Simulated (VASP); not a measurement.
# Cd (Fm-3m) in VASP: further runs

Aim: see how the results for Cd move with the level of theory and the settings. Levels: PBE, PBEsol. Tasks: single point.

All numbers are computed with VASP 6.6.1; they aren't measurements. Logs are shortened: lines on timing, memory, paths and dates and some standing lists are left out, and cuts for length are marked.

## Step 1: The cell of the first run

The structure is cubic, space group Fm-3m (No. 225). Conventional cell: a = 4.601 Å, b = 4.601 Å, c = 4.601 Å, α = 90.00°, β = 90.00°, γ = 90.00°. Cd (site symmetry m-3m) has 12 Cd at 3.25 Å within 4.3 Å.

This isn't the form of Cd at room conditions, which is hcp.

## Step 2: Single point, PBE (strained)

The input, INCAR:

```
PREC = Accurate ; ENCUT = 520
EDIFF = 1E-6 ; ISMEAR = 0
SIGMA = 0.1 ; LREAL = F
LASPH = T ; NELM = 100
ALGO = Fast ; ISIF = 2
LWAVE = F ; LCHARG = F
GGA = PE ; NBANDS = 12
```

The input, KPOINTS:

```
regular mesh
0
Gamma
  16 16 16
```

The input, POSCAR:

```
Cd
1.0
    0.0000000000      2.3007314652      2.3007314652
    2.3007314652      0.0000000000      2.3007314652
    2.3007314652      2.3007314652      0.0000000000
Cd
1
Direct
    0.0000000000      0.0000000000      0.0000000000
```

Potentials or basis: VASP PAW PBE potentials, release 64 (Cd).

On the command line:

```bash
$ cat potpaw_PBE.64/Cd/POTCAR > POTCAR
$ mpirun -np 1 vasp_std > vasp.out
```

OUTCAR:

```text
PREC = Accurate
   ENCUT = 520
   EDIFF = 1E-6
   ISMEAR = 0
   LREAL = F
   LASPH = T
   NELM = 100
   ISIF = 2
   GGA = PE

 ion  position               nearest neighbor table
   1  0.000  0.000  0.000-

  LATTYP: Found a face centered cubic cell.
 ALAT       =     4.6014629304

  Lattice vectors:

 A1 = (   0.0000000000,   2.3007314652,   2.3007314652)
 A2 = (   2.3007314652,   0.0000000000,   2.3007314652)
 A3 = (   2.3007314652,   2.3007314652,   0.0000000000)

Analysis of symmetry for initial positions (statically):
=====================================================================
 Subroutine PRICEL returns:
 Original cell was already a primitive cell.

 Routine SETGRP: Setting up the symmetry group for a
 face centered cubic supercell.

 Subroutine GETGRP returns: Found 48 space group operations
 (whereof 48 operations were pure point group operations)
 out of a pool of 48 trial point group operations.

The static configuration has the point symmetry O_h .

Analysis of symmetry for dynamics (positions and initial velocities):
=====================================================================
 Subroutine PRICEL returns:
 Original cell was already a primitive cell.

 Routine SETGRP: Setting up the symmetry group for a
 face centered cubic supercell.

 Subroutine GETGRP returns: Found 48 space group operations
 (whereof 48 operations were pure point group operations)
 out of a pool of 48 trial point group operations.

The dynamic configuration has the point symmetry O_h .

 Subroutine INISYM returns: Found 48 space group operations
 (whereof 48 operations are pure point group operations),
 and found     1 'primitive' translations

----------------------------------------------------------------------------------------

                                     Primitive cell

  volume of cell :      24.3572

  direct lattice vectors                    reciprocal lattice vectors
     0.000000000  2.300731465  2.300731465    -0.217322190  0.217322190  0.217322190
     2.300731465  0.000000000  2.300731465     0.217322190 -0.217322190  0.217322190
     2.300731465  2.300731465  0.000000000     0.217322190  0.217322190 -0.217322190

  length of vectors
     3.253725641  3.253725641  3.253725641     0.376413074  0.376413074  0.376413074

  position of ions in fractional coordinates (direct lattice)
     0.000000000  0.000000000  0.000000000

  ion indices of the primitive-cell ions
[... 81 lines left out ...]
   ISYM   =      2    0-nonsym 1-usesym 2-fastsym
   POTIM  = 0.5000    time-step for ionic-motion
   TEBEG  =    0.0;   TEEND  =   0.0 temperature during run
   PSTRESS=    0.0 pullay stress
   NELECT =      12.0000    total number of electrons
   NUPDOWN=      -1.0000    fix difference up-down
   EMIN   =  10.00;   EMAX   =-10.00  energy-range for DOS
   EFERMI =   0.00;   METHOD = LEGACY
   ISMEAR =     0;   SIGMA  =   0.10  broadening in eV -4-tet -1-fermi 0-gaus
   EFERMI_NEDOS =   21; number of points for ismear=-14 and -15
   IALGO  =     68    algorithm
   IMIX   =      4    mixing-type and parameters
     AMIX     =   0.40;   BMIX     =  1.00
     AMIX_MAG =   1.60;   BMIX_MAG =  1.00
  volume/ion in A,a.u.               =      24.36       164.37
  Fermi-wavevector in a.u.,A,eV,Ry     =   1.292983  2.443383 22.746271  1.671804
  Thomas-Fermi vector in A             =   2.424656
   LORBIT       =      0    0 simple, 1 ext, 2 COOP (PROOUT), +10 PAW based schemes
   GGA     = PE    functional components
   LHFCALC =     F    Hartree Fock is set to
   AEXX    =    0.0000 exact exchange contribution
   IVDW    =     0    specifies the selected vdW correction
   LEPSILON=     F    determine dielectric tensor
   LRPA    =     F    only Hartree local field effects (RPA)
 non-spin polarized calculation
 RMM-DIIS sequential band-by-band and
 Gauss-broadening in eV      SIGMA  =   0.10
  energy-cutoff  :      520.00
  volume of cell :       24.36
 maximum number of plane-waves:       670
   NGX = 13   NGY = 13   NGZ = 13

 number of electron      12.0000008 magnetization

 Free energy of the ion-electron system (eV)
  ---------------------------------------------------
  ext. energy  EPLUGINS =         0.00000000
  ---------------------------------------------------
  free energy    TOTEN  =        -0.72917999 eV

  energy without entropy =       -0.72654821  energy(sigma->0) =       -0.72786410

 E-fermi :   2.0719     XC(G=0): -10.4173

 val. band max:        2.0712028433   @ k =  -0.3750   0.4375   0.1250
 cond. band min:       2.1014392430   @ k =  -0.3125   0.3750   0.1250
 fundamental gap:      0.0302363997
 Fermi energy:         2.0718897123

 k-point     1 :       0.0000    0.0000    0.0000
  band No.  band energies     occupation
      1      -6.7812      2.00000
      2      -6.7812      2.00000
      3      -6.7812      2.00000
      4      -6.4259      2.00000
      5      -6.4259      2.00000
      6      -5.9207      2.00000
      7      15.5850      0.00000
      8      15.9543      0.00000
      9      15.9543      0.00000
     10      15.9543      0.00000
     11      19.1927      0.00000
     12      19.1927      0.00000
[... 331 lines left out ...]
 k-point    24 :      -0.0625    0.0625    0.0000
  band No.  band energies     occupation
      1      -6.8012      2.00000
      2      -6.7509      2.00000
      3      -6.7442      2.00000
      4      -6.4484      2.00000
      5      -6.4195      2.00000
      6      -5.6678      2.00000
      7      13.8941      0.00000
      8      13.9087      0.00000
      9      16.0130      0.00000
     10      16.2461      0.00000
     11      19.3040      0.00000
     12      19.3670      0.00000

 [... further k-points ...]

------------------------ aborting loop because EDIFF is reached ----------------------------------------

  FORCE on cell =-STRESS in cart. coord.  units (eV):
  Direction    XX          YY          ZZ          XY          YZ          ZX
  --------------------------------------------------------------------------------------
  -------------------------------------------------------------------------------------
  Total       -0.2952463     -0.2952463     -0.2952463     -0.0000000      0.0000000     -0.0000000
  in kB      -19.4208051    -19.4208051    -19.4208051     -0.0000000      0.0000000     -0.0000000
  external PRESSURE =     -19.4208051 kB  Pullay stress =       0.0000000 kB

 VOLUME and BASIS-vectors are now :
 -----------------------------------------------------------------------------
  energy-cutoff  :      520.00
  volume of cell :       24.36
      direct lattice vectors                 reciprocal lattice vectors
     0.000000000  2.300731465  2.300731465    -0.217322190  0.217322190  0.217322190
     2.300731465  0.000000000  2.300731465     0.217322190 -0.217322190  0.217322190
     2.300731465  2.300731465  0.000000000     0.217322190  0.217322190 -0.217322190

 POSITION                                       TOTAL-FORCE (eV/Angst)
 -----------------------------------------------------------------------------------
      0.00000      0.00000      0.00000        -0.000000     -0.000000     -0.000000
 -----------------------------------------------------------------------------------
    total drift:                               -0.000000     -0.000000     -0.000000

  FREE ENERGIE OF THE ION-ELECTRON SYSTEM (eV)
  ---------------------------------------------------
  free  energy   TOTEN  =        -0.7291799875 eV

  energy  without entropy=       -0.7265482064  energy(sigma->0) =       -0.72786410
```

Wall time 14 s (1 thread of Intel Xeon Platinum 8488C (Sapphire Rapids), shared host); peak memory 0.16 GiB.

Results:

```
Free energy            : -0.7292 eV
Pressure               : -1.9 GPa
Band gap on the k mesh : zero (bands 6 and 7 overlap by 3.07 eV)
```

Caveat: the cell differs from its parent crystal (strained).

## Step 3: Single point, PBE (strained)

The input, INCAR:

```
SYSTEM = Cd
  PREC = Accurate
  ENCUT = 520
  EDIFF = 1E-7
  ISMEAR = 0
  SIGMA = 0.1
  LREAL = .False.
  LASPH = .True.
  NELM = 100
  ALGO = Fast
  ISIF = 2
  LWAVE = .False.
  LCHARG = .True.
  GGA = PE
  LELF = .True.
  LVHAR = .True.
  NBANDS = 12
```

The input, KPOINTS:

```
regular mesh
0
Gamma
  16 16 16
  0 0 0
```

The input, POSCAR:

```
Cd
1.0
    0.0000000000      2.3064542915      2.3064542915
    2.3064542915      0.0000000000      2.3064542915
    2.3064542915      2.3064542915      0.0000000000
Cd
1
Direct
    0.0000000000      0.0000000000      0.0000000000
```

Potentials or basis: VASP PAW PBE potentials, release 64 (Cd).

On the command line:

```bash
$ cat potpaw_PBE.64/Cd/POTCAR > POTCAR
$ mpirun -np 1 vasp_std > vasp.out
```

Run time: 15 s. Hardware: 1 thread of Intel Xeon Platinum 8488C (Sapphire Rapids), shared host; peak memory 0.16 GiB.

The run converged. Its results:

- Free energy: -0.7268 eV
- Pressure: -2.2 GPa
- Band gap on the k mesh: zero (bands 6 and 7 overlap by 3.04 eV)

Levels at points of the mesh, in eV from the Fermi level:
```
           k point  band 2  band 3  band 4  band 5  band 6  band 7  band 8  band 9  band 10  band 11
(0.00, 0.00, 0.00)   -8.84   -8.84   -8.49   -8.49   -7.94   13.49   13.81   13.81    13.81    17.04
(0.50, 0.00, 0.00)   -8.83   -8.83   -8.19   -8.19   -1.86   -1.46   11.53   11.53    12.63    15.33
(0.50, 0.50, 0.00)   -9.25   -8.21   -8.12   -8.12   -0.50    0.99    6.41    6.41    10.17    10.30
```

Caveat: the cell differs from its parent crystal (strained).

## Step 4: Single point, PBEsol (strained)

The input, INCAR:

```
PREC     = Accurate       # precision mode
ENCUT    = 520            # plane-wave cutoff, eV
EDIFF    = 1E-6           # SCF threshold, eV
ISMEAR   = 0              # smearing method
SIGMA    = 0.1            # smearing width, eV
LREAL    = F              # projectors in reciprocal space
LASPH    = T              # aspherical terms in the spheres
NELM     = 80             # most SCF steps
ALGO     = Fast           # electronic algorithm
ISIF     = 2              # what is computed and relaxed
LWAVE    = F              # write WAVECAR
LCHARG   = T              # write CHGCAR
GGA      = PS             # functional
LELF     = T              # ELF
LVHAR    = T            
NBANDS   = 12             # bands
```

The input, KPOINTS:

```
regular mesh
0
Gamma
  16 16 16
```

The input, POSCAR:

```
Cd
1.0
    0.0000000000      2.3167908694      2.3167908694
    2.3167908694      0.0000000000      2.3167908694
    2.3167908694      2.3167908694      0.0000000000
Cd
1
Direct
    0.0000000000      0.0000000000      0.0000000000
```

On the command line:

```bash
$ cat potpaw_PBE.64/Cd/POTCAR > POTCAR
$ mpirun -np 1 vasp_std > vasp.out
```

It took 15 s on 1 thread of Intel Xeon Platinum 8488C (Sapphire Rapids), shared host; peak memory 0.16 GiB.

It converged, with:

```
Free energy            : -1.1012 eV
Pressure               : -5.8 GPa
Band gap on the k mesh : zero (bands 6 and 7 overlap by 2.99 eV)
```

Levels at points of the mesh, in eV from the Fermi level:
```tsv
k point	band 4	band 5	band 6	band 7	band 8	band 9
(0.00, 0.00, 0.00)	-8.37	-8.37	-7.86	13.45	13.67	13.67
(0.50, 0.00, 0.00)	-8.08	-8.08	-1.81	-1.47	11.41	11.41
(0.50, 0.50, 0.00)	-8.01	-8.01	-0.47	0.95	6.36	6.36
```

Caveat: the cell differs from its parent crystal (strained); the cell stands under tension; the PAW data sets were made with another functional, which shifts forces and pressure a little.

## Step 5: Summary

```tsv
level	cell	further INCAR settings	gap on the mesh (eV)	pressure (GPa)
PBE	a = 3.254 Å, angles 60.0°, 1 atom	ALGO = Fast; EDIFF = 1e-06; NBANDS = 12	none	-1.9
PBE	a = 3.262 Å, angles 60.0°, 1 atom	ALGO = Fast; EDIFF = 1e-07; NBANDS = 12	none	-2.2
PBEsol	a = 3.276 Å, angles 60.0°, 1 atom	ALGO = Fast; EDIFF = 1e-06; NBANDS = 12	none	-5.8
```

Alike in all rows: task single point; potentials or basis VASP PAW PBE potentials, release 64 (Cd); no spin polarisation; k mesh 16 × 16 × 16; cutoff (eV) 520; smearing gaussian 0.1 eV.

Caveats: the cell stands under tension (at least some runs); the PAW data sets were made with another functional, which shifts forces and pressure a little (at least some runs).

Total energies depend on the potentials used, so only differences within one code and one set of settings carry meaning.
